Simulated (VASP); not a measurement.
Write the native input for VASP 6.6.1 that does the following.

```yaml
Task: single point
Functional: r2SCAN
Potentials_or_basis: VASP PAW PBE potentials, release 64 (Ru_pv)
Cutoff: 520 eV
k_mesh: 18 × 18 × 10
Occupations: gaussian, width 0.05 eV
Spin: no spin polarisation
Dipole_correction: no
Further_INCAR_settings: ALGO = Normal; EDIFF = 1e-06; NBANDS = 21
```

The system is Ru.

```
CELL_PARAMETERS angstrom
2.72159 0.00000 0.00000
-1.36080 2.35697 0.00000
0.00000 0.00000 4.28972
ATOMIC_POSITIONS crystal
Ru 0.33333 0.66667 0.75000
Ru 0.66667 0.33333 0.25000
```

One way to write it, as run:

POSCAR

```
Ru
1.0
    2.7215930885      0.0000000000      0.0000000000
   -1.3607965443      2.3569687534      0.0000000000
    0.0000000000      0.0000000000      4.2897195285
Ru
2
Direct
    0.3333333333      0.6666666667      0.7500000000
    0.6666666667      0.3333333333      0.2500000000
```

INCAR.step1

```
SYSTEM = Ru
ALGO     = Normal         ! electronic algorithm
EDIFF    = 1E-4           ! SCF threshold, eV
ENCUT    = 520            ! plane-wave cutoff, eV
GGA      = PE             ! functional
ISMEAR   = 0              ! smearing method
LASPH    = .True.         ! aspherical terms in the spheres
LCHARG   = .False.        ! write CHGCAR
LREAL    = .False.        ! projectors in reciprocal space
LWAVE    = .True.         ! write WAVECAR
NBANDS   = 21             ! bands
NELM     = 100            ! most SCF steps
PREC     = Accurate       ! precision mode
SIGMA    = 0.05           ! smearing width, eV
```

INCAR.step2

```
SYSTEM = Ru
ALGO     = Normal         ! electronic algorithm
EDIFF    = 1E-6           ! SCF threshold, eV
ENCUT    = 520            ! plane-wave cutoff, eV
ISIF     = 2              ! what is computed and relaxed
ISMEAR   = 0              ! smearing method
ISTART   = 1            
LASPH    = .True.         ! aspherical terms in the spheres
LCHARG   = .False.        ! write CHGCAR
LMIXTAU  = .True.       
LREAL    = .False.        ! projectors in reciprocal space
LWAVE    = .False.        ! write WAVECAR
METAGGA  = R2SCAN         ! meta-GGA
NBANDS   = 21             ! bands
NELM     = 100            ! most SCF steps
PREC     = Accurate       ! precision mode
SIGMA    = 0.05           ! smearing width, eV
```

KPOINTS

```
k-points
0
Gamma
  18 18 10
  0 0 0
```

Potentials or basis: VASP PAW PBE potentials, release 64 (Ru_pv).

The run is started by

```console
$ cat potpaw_PBE.64/Ru_pv/POTCAR > POTCAR
$ cp INCAR.step1 INCAR
$ mpirun -np 1 vasp_std > vasp.out
$ cp INCAR.step2 INCAR
$ mpirun -np 1 vasp_std > vasp.out
```

Results of the run:

```yaml
Pressure: -5.0 GPa
Band_gap_on_the_k_mesh: zero (bands 14 and 15 overlap by 3.19 eV)
```

Caveat: the cell stands under tension; the PAW data sets were made with another functional, which shifts forces and pressure a little.

Run time: 4.7 min on 1 thread of Intel(R) Xeon(R) Platinum 8259CL CPU @ 2.50GHz (Skylake/Cascade Lake) (shared host), peak memory 0.22 GiB.
